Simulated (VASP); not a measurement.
The system is CdS (Greenockite).

```
Cd S
1.0
     4.15000    0.00000    0.00000
    -2.07500    3.59401    0.00000
     0.00000    0.00000    6.73700
Cd S
2 2
Direct
  0.65238 0.33483 0.49822
  0.33236 0.66383 0.00239
  0.66257 0.33254 0.87277
  0.33939 0.67049 0.37511
```

This cell differs from its parent crystal: atoms moved at random.

Base run:

| Item | Value |
| --- | --- |
| Program | VASP 6.6.1 |
| Functional | PBE |
| Potentials or basis | VASP PAW PBE potentials, release 64 (Cd, S) |
| Cutoff | 520 eV |
| k mesh | 7 × 7 × 4 |
| Occupations | fermi-dirac, width 0.05 eV |
| Spin | no spin polarisation |

Its results: band gap on the k mesh 1.19 eV, direct; pressure 2.5 GPa; largest force 0.419 eV/Å.

Q: The run is repeated on the same cell with these changes: functional from PBE to PBEsol; k mesh from 7 × 7 × 4 to 5 × 5 × 3. What comes out?

A: Band gap on the k mesh 1.05 eV, direct; pressure -0.5 GPa; largest force 0.398 eV/Å.

Several settings changed at once, so the effect can't be laid on one alone.

Caveats: the PAW data sets were made with another functional, which shifts forces and pressure a little (some runs).

